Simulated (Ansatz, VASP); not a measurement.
**Two plane-wave programs on SnO2**

```
CELL_PARAMETERS angstrom
-2.00572 2.10203 5.01371
2.21149 -1.90981 5.01899
1.86191 1.76599 -4.93871
ATOMIC_POSITIONS crystal
Sn 0.68560 0.25887 0.46009
Sn 0.00623 0.01328 0.94933
O 0.75264 0.71227 0.93905
O 0.96820 0.61018 0.61443
O 0.26553 0.08544 0.97008
O 0.57180 0.06995 0.56702
```

Change from the starting cell: all atoms moved at random (sigma 0.22 Å a component), cell strained at random (sigma 0.05).

Alike in both runs: task single point; functional LDA; k mesh 10 × 10 × 10; occupations gaussian, width 0.05 eV; no spin polarisation.

|  | VASP | Ansatz |
| --- | --- | --- |
| version | VASP 6.6.1 | Ansatz 0.2.0 |
| potentials or method | VASP PAW LDA potentials, release 64 (Sn_d, O), cutoff 520 eV | scalar-relativistic, plane waves, PAW |
| valence electrons in the cell | 52 | 52 |

|  | VASP | Ansatz | Ansatz less VASP |
| --- | --- | --- | --- |
| gap on the k mesh at the Fermi level (eV) | 0.48 | 0.50 | +0.017 |
| least direct gap on the mesh (eV) | 0.48 | 0.50 | +0.017 |
| pressure (GPa) | 74.2 | 79.6 | +5.33 |
| traceless stress, the component that is largest in VASP (GPa) | 24.17 | 26.33 | +2.157 |
| rms of the force components (eV/Å) | 10.200 | 11.050 | +0.8495 |

LDA's correlation is that of Perdew and Zunger in VASP and of Perdew and Wang (1992) in Ansatz. Atom by atom the forces differ by 0.943 eV/Å (rms over components). Both programs put the cell under a high pressure, so it lies far from rest at this level.

Noted on VASP's run: the cell as given lies far from equilibrium.
